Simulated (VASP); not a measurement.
# NaF (Pm-3n) in VASP: notebook

The runs below take NaF through single point, with PBE.

Everything below comes from runs of VASP 6.6.1. Logs are shortened: lines on timing, memory, paths and dates and some standing lists are left out, and cuts for length are marked.

### 1 The cell of the first run

It takes space group Pm-3n (No. 223, cubic). Conventional cell: a = 6.043 Å, b = 6.043 Å, c = 6.043 Å, α = 90.00°, β = 90.00°, γ = 90.00°. Within 2.8 Å of Na (site symmetry -4m2) lie 4 F at 2.14 Å. F (site symmetry -4m2) has 4 Na at 2.14 Å within 2.8 Å.

The cell was generated, and may not be a known phase.

### 2 Single point, PBE

The input, INCAR:

```
SYSTEM = NaF
PREC     = Accurate       ! precision mode
ENCUT    = 520            ! plane-wave cutoff, eV
EDIFF    = 1E-7           ! SCF threshold, eV
ISMEAR   = 0              ! smearing method
SIGMA    = 0.1            ! smearing width, eV
LREAL    = .FALSE.        ! projectors in reciprocal space
LASPH    = .TRUE.         ! aspherical terms in the spheres
NELM     = 80             ! most SCF steps
ALGO     = Normal         ! electronic algorithm
ISIF     = 2              ! what is computed and relaxed
LWAVE    = .FALSE.        ! write WAVECAR
LCHARG   = .FALSE.        ! write CHGCAR
GGA      = PE             ! functional
NBANDS   = 54             ! bands
```

The input, KPOINTS:

```
Automatic mesh
0
G
  4 4 4
  0 0 0
```

The input, POSCAR:

```
NaF
1.0
    6.0429345500      0.0000000000      0.0000000000
    0.0000000000      6.0429345500      0.0000000000
    0.0000000000      0.0000000000      6.0429345500
Na F
6 6
Direct
    0.7500000000      0.5000000000      0.0000000000
    0.5000000000      0.0000000000      0.7500000000
    0.0000000000      0.7500000000      0.5000000000
    0.0000000000      0.2500000000      0.5000000000
    0.2500000000      0.5000000000      0.0000000000
    0.5000000000      0.0000000000      0.2500000000
    0.5000000000      0.7500000000      0.0000000000
    0.7500000000      0.0000000000      0.5000000000
    0.0000000000      0.5000000000      0.7500000000
    0.2500000000      0.0000000000      0.5000000000
    0.0000000000      0.5000000000      0.2500000000
    0.5000000000      0.2500000000      0.0000000000
```

Potentials or basis: VASP PAW PBE potentials, release 64 (Na_pv, F).

On the command line:

```console
$ cat potpaw_PBE.64/Na_pv/POTCAR potpaw_PBE.64/F/POTCAR > POTCAR
$ mpirun -np 1 vasp_std > vasp.out
```

OUTCAR:

```text
SYSTEM = NaF
   PREC = Accurate
   ENCUT = 520
   EDIFF = 1E-7
   ISMEAR = 0
   LREAL = .FALSE.
   LASPH = .TRUE.
   NELM = 80
   ISIF = 2
   GGA = PE

 ion  position               nearest neighbor table
   1  0.750  0.500  0.000-   7 2.14   9 2.14  11 2.14  12 2.14
   2  0.500  0.000  0.750-   7 2.14   8 2.14  10 2.14  12 2.14
   3  0.000  0.750  0.500-   8 2.14   9 2.14  10 2.14  11 2.14
   4  0.000  0.250  0.500-   8 2.14   9 2.14  10 2.14  11 2.14
   5  0.250  0.500  0.000-   7 2.14   9 2.14  11 2.14  12 2.14
   6  0.500  0.000  0.250-   7 2.14   8 2.14  10 2.14  12 2.14
   7  0.500  0.750  0.000-   1 2.14   2 2.14   5 2.14   6 2.14
   8  0.750  0.000  0.500-   2 2.14   3 2.14   4 2.14   6 2.14
   9  0.000  0.500  0.750-   1 2.14   3 2.14   4 2.14   5 2.14
  10  0.250  0.000  0.500-   2 2.14   3 2.14   4 2.14   6 2.14
  11  0.000  0.500  0.250-   1 2.14   3 2.14   4 2.14   5 2.14
  12  0.500  0.250  0.000-   1 2.14   2 2.14   5 2.14   6 2.14

  LATTYP: Found a simple cubic cell.
 ALAT       =     6.0429345500

  Lattice vectors:

 A1 = (   6.0429345500,   0.0000000000,   0.0000000000)
 A2 = (   0.0000000000,   6.0429345500,   0.0000000000)
 A3 = (   0.0000000000,   0.0000000000,   6.0429345500)

Analysis of symmetry for initial positions (statically):
=====================================================================
 Subroutine PRICEL returns:
 Original cell was already a primitive cell.

 Routine SETGRP: Setting up the symmetry group for a
 simple cubic supercell.

 Subroutine GETGRP returns: Found 48 space group operations
 (whereof 24 operations were pure point group operations)
 out of a pool of 48 trial point group operations.

The static configuration has the point symmetry T_h .
 The point group associated with its full space group is O_h .

Analysis of symmetry for dynamics (positions and initial velocities):
=====================================================================
 Subroutine PRICEL returns:
 Original cell was already a primitive cell.

 Routine SETGRP: Setting up the symmetry group for a
 simple cubic supercell.

 Subroutine GETGRP returns: Found 48 space group operations
 (whereof 24 operations were pure point group operations)
 out of a pool of 48 trial point group operations.

The dynamic configuration has the point symmetry T_h .
[... 114 lines left out ...]
   TEBEG  =    0.0;   TEEND  =   0.0 temperature during run
   PSTRESS=    0.0 pullay stress
   NELECT =      84.0000    total number of electrons
   NUPDOWN=      -1.0000    fix difference up-down
   EMIN   =  10.00;   EMAX   =-10.00  energy-range for DOS
   EFERMI =   0.00;   METHOD = LEGACY
   ISMEAR =     0;   SIGMA  =   0.10  broadening in eV -4-tet -1-fermi 0-gaus
   EFERMI_NEDOS =   21; number of points for ismear=-14 and -15
   IALGO  =     38    algorithm
   IMIX   =      4    mixing-type and parameters
     AMIX     =   0.40;   BMIX     =  1.00
     AMIX_MAG =   1.60;   BMIX_MAG =  1.00
  volume/ion in A,a.u.               =      18.39       124.10
  Fermi-wavevector in a.u.,A,eV,Ry     =   1.186461  2.242086 19.152773  1.407689
  Thomas-Fermi vector in A             =   2.322633
   LORBIT       =      0    0 simple, 1 ext, 2 COOP (PROOUT), +10 PAW based schemes
   GGA     = PE    functional components
   LHFCALC =     F    Hartree Fock is set to
   AEXX    =    0.0000 exact exchange contribution
   IVDW    =     0    specifies the selected vdW correction
   LEPSILON=     F    determine dielectric tensor
   LRPA    =     F    only Hartree local field effects (RPA)
 non-spin polarized calculation
 Gauss-broadening in eV      SIGMA  =   0.10
  energy-cutoff  :      520.00
  volume of cell :      220.67
 maximum number of plane-waves:      6031
 NGX is ok and might be reduce to    48
   NGX = 23   NGY = 23   NGZ = 23

 number of electron      83.9999954 magnetization

 Free energy of the ion-electron system (eV)
  ---------------------------------------------------
  ext. energy  EPLUGINS =         0.00000000
  ---------------------------------------------------
  free energy    TOTEN  =       -49.86415405 eV

  energy without entropy =      -49.86415405  energy(sigma->0) =      -49.86415405

 E-fermi :  -3.1438     XC(G=0):  -6.9908

 val. band max:       -3.6871847699   @ k =   0.0000   0.0000   0.0000
 cond. band min:       1.6861923829   @ k =   0.0000   0.0000   0.0000
 fundamental gap:      5.3733771528
 Fermi energy:        -3.1437980876

 k-point     1 :       0.0000    0.0000    0.0000
  band No.  band energies     occupation
      1     -23.5061      2.00000
      2     -23.5061      2.00000
      3     -23.2902      2.00000
      4     -23.2902      2.00000
      5     -23.2902      2.00000
      6     -22.6845      2.00000
[... 559 lines left out ...]
     53      10.8958      0.00000
     54      10.8958      0.00000

------------------------ aborting loop because EDIFF is reached ----------------------------------------

  FORCE on cell =-STRESS in cart. coord.  units (eV):
  Direction    XX          YY          ZZ          XY          YZ          ZX
  --------------------------------------------------------------------------------------
  -------------------------------------------------------------------------------------
  Total        6.3531695      6.3531695      6.3531695     -0.0000000      0.0000000     -0.0000000
  in kB       46.1272278     46.1272278     46.1272278     -0.0000000      0.0000000     -0.0000000
  external PRESSURE =      46.1272278 kB  Pullay stress =       0.0000000 kB

 VOLUME and BASIS-vectors are now :
 -----------------------------------------------------------------------------
  energy-cutoff  :      520.00
  volume of cell :      220.67
      direct lattice vectors                 reciprocal lattice vectors
     6.042934550  0.000000000  0.000000000     0.165482514  0.000000000  0.000000000
     0.000000000  6.042934550  0.000000000     0.000000000  0.165482514  0.000000000
     0.000000000  0.000000000  6.042934550     0.000000000  0.000000000  0.165482514

 POSITION                                       TOTAL-FORCE (eV/Angst)
 -----------------------------------------------------------------------------------
      4.53220      3.02147      0.00000         0.000000      0.000000     -0.000000
      3.02147      0.00000      4.53220        -0.000000     -0.000000     -0.000000
      0.00000      4.53220      3.02147         0.000000     -0.000000      0.000000
      0.00000      1.51073      3.02147        -0.000000      0.000000     -0.000000
      1.51073      3.02147      0.00000        -0.000000     -0.000000     -0.000000
      3.02147      0.00000      1.51073         0.000000      0.000000      0.000000
      3.02147      4.53220      0.00000        -0.000000      0.000000      0.000000
      4.53220      0.00000      3.02147         0.000000     -0.000000      0.000000
      0.00000      3.02147      4.53220         0.000000      0.000000      0.000000
      1.51073      0.00000      3.02147        -0.000000      0.000000     -0.000000
      0.00000      3.02147      1.51073         0.000000     -0.000000     -0.000000
      3.02147      1.51073      0.00000         0.000000     -0.000000      0.000000
 -----------------------------------------------------------------------------------
    total drift:                                0.000000     -0.000000     -0.000000

  FREE ENERGIE OF THE ION-ELECTRON SYSTEM (eV)
  ---------------------------------------------------
  free  energy   TOTEN  =       -49.8641540509 eV

  energy  without entropy=      -49.8641540509  energy(sigma->0) =      -49.86415405
```

OSZICAR:

```text
N       E                     dE             d eps       ncg     rms          rms(c)
DAV:   1     0.112982339127E+04    0.11298E+04   -0.43364E+04  1080   0.176E+03
DAV:   2     0.121489924283E+03   -0.10083E+04   -0.95992E+03  1232   0.508E+02
DAV:   3    -0.496788829722E+02   -0.17117E+03   -0.16926E+03  1150   0.217E+02
DAV:   4    -0.581711719231E+02   -0.84923E+01   -0.84524E+01  1198   0.512E+01
DAV:   5    -0.583928058781E+02   -0.22163E+00   -0.22149E+00  1184   0.878E+00    0.153E+01
DAV:   6    -0.501407042757E+02    0.82521E+01   -0.28922E+01  1578   0.272E+01    0.499E+00
DAV:   7    -0.498878973661E+02    0.25281E+00   -0.73374E-01  1164   0.441E+00    0.309E+00
DAV:   8    -0.498119267889E+02    0.75971E-01   -0.26596E-01  1314   0.398E+00    0.426E-01
DAV:   9    -0.498617804739E+02   -0.49854E-01   -0.69232E-02  1176   0.146E+00    0.274E-01
DAV:  10    -0.498635545681E+02   -0.17741E-02   -0.10205E-02  1242   0.120E+00    0.659E-02
DAV:  11    -0.498639816678E+02   -0.42710E-03   -0.99362E-04  1182   0.170E-01    0.318E-02
DAV:  12    -0.498641608695E+02   -0.17920E-03   -0.19459E-04  1280   0.775E-02    0.199E-02
DAV:  13    -0.498641529969E+02    0.78725E-05   -0.41233E-05  1522   0.605E-02    0.229E-03
DAV:  14    -0.498641536777E+02   -0.68082E-06   -0.35982E-06  1072   0.110E-02    0.169E-03
DAV:  15    -0.498641538705E+02   -0.19279E-06   -0.33228E-07  1016   0.363E-03    0.429E-04
DAV:  16    -0.498641540352E+02   -0.16466E-06   -0.73527E-08   752   0.294E-03    0.311E-04
DAV:  17    -0.498641540509E+02   -0.15663E-07   -0.15402E-08   722   0.167E-03
   1 F= -.49864154E+02 E0= -.49864154E+02  d E =-.626148E-14
```

stdout:

```text
POSCAR found type information on POSCAR NaF
 POSCAR found :  2 types and      12 ions
 scaLAPACK will be used
 LDA part: xc-table for (Slater+PW92), standard interpolation
 POSCAR, INCAR and KPOINTS ok, starting setup
 FFT: planning ... GRIDC
 FFT: planning ... GRID_SOFT
 FFT: planning ... GRID
 WAVECAR not read
 entering main loop
```

It took 59 s on 1 thread of Intel Xeon 6975P-C (Granite Rapids), shared host; peak memory 0.34 GiB.

Results:

```
Free energy            : -49.8642 eV
Pressure               : 4.6 GPa
Band gap on the k mesh : 5.37 eV
```

Caveat: the cell stands under pressure. A k mesh can miss the band edges.

### 3 Single point, PBE

This run uses another cell than the first one, of 20.79 Å³/atom.

Edit INCAR of step 2 so:

```diff
@@ -8,3 +8,3 @@
 LASPH    = .TRUE.         ! aspherical terms in the spheres
-NELM     = 80             ! most SCF steps
+NELM     = 60             ! most SCF steps
 ALGO     = Normal         ! electronic algorithm
```

The input, KPOINTS:

```
regular mesh
0
G
  4 4 4
  0 0 0
```

Edit POSCAR of step 2 so:

```diff
@@ -2,5 +2,5 @@
 1.0
-    6.0429345500      0.0000000000      0.0000000000
-    0.0000000000      6.0429345500      0.0000000000
-    0.0000000000      0.0000000000      6.0429345500
+    6.2953047316      0.0000000000      0.0000000000
+    0.0000000000      6.2953047316      0.0000000000
+    0.0000000000      0.0000000000      6.2953047316
 Na F
```

Potentials or basis: VASP PAW PBE potentials, release 64 (Na_pv, F).

On the command line:

```console
$ cat potpaw_PBE.64/Na_pv/POTCAR potpaw_PBE.64/F/POTCAR > POTCAR
$ mpirun -np 1 vasp_std > vasp.out
```

OUTCAR:

```text
SYSTEM = NaF
   PREC = Accurate
   ENCUT = 520
   EDIFF = 1E-7
   ISMEAR = 0
   LREAL = .FALSE.
   LASPH = .TRUE.
   NELM = 60
   ISIF = 2
   GGA = PE

 ion  position               nearest neighbor table
   1  0.750  0.500  0.000-   7 2.23   9 2.23  11 2.23  12 2.23
   2  0.500  0.000  0.750-   7 2.23   8 2.23  10 2.23  12 2.23
   3  0.000  0.750  0.500-   8 2.23   9 2.23  10 2.23  11 2.23
   4  0.000  0.250  0.500-   8 2.23   9 2.23  10 2.23  11 2.23
   5  0.250  0.500  0.000-   7 2.23   9 2.23  11 2.23  12 2.23
   6  0.500  0.000  0.250-   7 2.23   8 2.23  10 2.23  12 2.23
   7  0.500  0.750  0.000-   1 2.23   2 2.23   5 2.23   6 2.23
[... 786 lines left out ...]
  energy-cutoff  :      520.00
  volume of cell :      249.49
      direct lattice vectors                 reciprocal lattice vectors
     6.295304732  0.000000000  0.000000000     0.158848545  0.000000000  0.000000000
     0.000000000  6.295304732  0.000000000     0.000000000  0.158848545  0.000000000
     0.000000000  0.000000000  6.295304732     0.000000000  0.000000000  0.158848545

 POSITION                                       TOTAL-FORCE (eV/Angst)
 -----------------------------------------------------------------------------------
      4.72148      3.14765      0.00000        -0.000000     -0.000000      0.000000
      3.14765      0.00000      4.72148         0.000000     -0.000000      0.000000
      0.00000      4.72148      3.14765        -0.000000     -0.000000     -0.000000
      0.00000      1.57383      3.14765        -0.000000      0.000000     -0.000000
      1.57383      3.14765      0.00000         0.000000      0.000000     -0.000000
      3.14765      0.00000      1.57383         0.000000     -0.000000     -0.000000
      3.14765      4.72148      0.00000        -0.000000      0.000000      0.000000
      4.72148      0.00000      3.14765         0.000000      0.000000     -0.000000
      0.00000      3.14765      4.72148        -0.000000     -0.000000     -0.000000
      1.57383      0.00000      3.14765        -0.000000      0.000000      0.000000
      0.00000      3.14765      1.57383         0.000000     -0.000000      0.000000
      3.14765      1.57383      0.00000        -0.000000     -0.000000     -0.000000
 -----------------------------------------------------------------------------------
    total drift:                                0.000000     -0.000000     -0.000000

  FREE ENERGIE OF THE ION-ELECTRON SYSTEM (eV)
  ---------------------------------------------------
  free  energy   TOTEN  =       -50.2818644919 eV

  energy  without entropy=      -50.2818644919  energy(sigma->0) =      -50.28186449
```

stdout:

```text
POSCAR found type information on POSCAR NaF
 POSCAR found :  2 types and      12 ions
 scaLAPACK will be used
 LDA part: xc-table for (Slater+PW92), standard interpolation
 POSCAR, INCAR and KPOINTS ok, starting setup
 FFT: planning ... GRIDC
 FFT: planning ... GRID_SOFT
 FFT: planning ... GRID
 WAVECAR not read
 entering main loop
```

Wall time 62 s (1 thread of Intel Xeon 6975P-C (Granite Rapids), shared host); peak memory 0.35 GiB.

Results:

| Quantity | Value |
| --- | --- |
| Free energy | -50.2819 eV |
| Pressure | 0.2 GPa |
| Band gap on the k mesh | 5.15 eV |

Levels at points of the mesh, in eV from the valence-band top:
```tsv
k point	band 40	band 41	band 42	band 43	band 44	band 45
(0.00, 0.00, 0.00)	0.00	0.00	0.00	5.15	8.22	9.08
(0.50, 0.00, 0.00)	-0.22	0.00	0.00	6.37	6.37	9.55
(0.50, 0.50, 0.00)	-0.22	-0.18	0.00	7.23	7.23	7.52
(0.50, 0.50, 0.50)	-0.28	-0.28	-0.28	7.74	7.74	8.63
```

A k mesh can miss the band edges.
